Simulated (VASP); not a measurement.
Here is a VASP 6.6.1 calculation.

INCAR

```
  PREC = Accurate
  ENCUT = 600
  EDIFF = 1E-7
  ISMEAR = 0
  SIGMA = 0.02
  LREAL = F
  LASPH = T
  NELM = 120
  ALGO = Normal
  ISIF = 3
  LWAVE = F
  LCHARG = F
  GGA = PE
  IBRION = 2
  NSW = 100
  EDIFFG = -0.01
  GGA_COMPAT = F
  NELMIN = 4
```

File KPOINTS:

```
Automatic mesh
0
Gamma
  8 8 8
```

POSCAR

```
HfSiO4
1.0
   -2.3103619142      2.3103619142      3.0463052081
    2.3103619142     -2.3103619142      3.0463052081
    2.3103619142      2.3103619142     -3.0463052081
Hf Si O
1 1 4
Direct
    0.0000000000      0.0000000000      0.0000000000
    0.5000000000      0.5000000000      0.0000000000
    0.8559620621      0.4339202922      0.0000000000
    0.1440379379      0.1440379379      0.5779582301
    0.5660797078      0.5660797078      0.4220417699
    0.4339202922      0.8559620621      0.0000000000
```

Potentials or basis: VASP PAW PBE potentials, release 64 (Hf_pv, Si, O).

The run is started by

```sh
$ cat potpaw_PBE.64/Hf_pv/POTCAR potpaw_PBE.64/Si/POTCAR potpaw_PBE.64/O/POTCAR > POTCAR
$ mpirun -np 1 vasp_std > vasp.out
```

**Question.** What does it give for the relaxed cell?

**Answer.** a = 4.454 Å, b = 4.454 Å, c = 4.454 Å, α = 117.70°, β = 117.70°, γ = 94.02°.

**Question.** Predict the relaxed volume.

**Answer.** 10.74 Å³/atom.

**Question.** Estimate the space group after relaxing (to 0.1 Å).

**Answer.** I-42m (No. 121).

Step by step:
```csv
step,energy change (eV),largest force (eV/Å),pressure (GPa),volume (Å³)
1,0.0000,0.1637,-1.55,65.04
2,-0.0030,0.0595,1.46,64.06
3,-0.0047,0.0716,0.32,64.42
4,-0.0044,0.0962,-0.40,64.52
5,-0.0049,0.0023,0.01,64.46
```
